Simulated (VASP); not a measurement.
Wanted: the native input for a VASP 6.6.1 run.

- Task: single point
- Functional: PBE
- Potentials or basis: VASP PAW PBE potentials, release 64 (Pt)
- Cutoff: 520 eV
- k mesh: 18 × 18 × 18
- Occupations: fermi-dirac, width 0.1 eV
- Spin: no spin polarisation
- Dipole correction: no
- Further INCAR settings: ALGO = Normal; EDIFF = 1e-07; NBANDS = 11

The structure of Pt lies in POSCAR:

```
Pt
1.0
   -1.5180869009      1.5180869009      1.5180869009
    1.5180869009     -1.5180869009      1.5180869009
    1.5180869009      1.5180869009     -1.5180869009
Pt
1
Direct
    0.0000000000      0.0000000000      0.0000000000
```

One way to write it, as run:

INCAR

```
ALGO = Normal
EDIFF = 1E-7
ENCUT = 520
GGA = PE
ISIF = 2
ISMEAR = -1
LASPH = True
LCHARG = True
LELF = True
LREAL = False
LVHAR = True
LWAVE = False
NBANDS = 11
NELM = 60
PREC = Accurate
SIGMA = 0.1
```

KPOINTS

```
k-points
0
Gamma
  18 18 18
```

Potentials or basis: VASP PAW PBE potentials, release 64 (Pt).

Run with:

```sh
$ cat potpaw_PBE.64/Pt/POTCAR > POTCAR
$ mpirun -np 1 vasp_std > vasp.out
```

Results of the run:

```json
{"Pressure": "40.4 GPa", "Band gap on the k mesh": "zero (band 5 reaches 13.76 eV, above the bottom of band 6 at 11.12 eV)"}
```

Caveat: spin-orbit coupling is left out, which moves the levels of the heavy elements.

Run time: 36 s on 1 thread of Intel(R) Xeon(R) Platinum 8375C CPU @ 2.90GHz (Ice Lake), with other jobs on the host, peak memory 0.15 GiB.
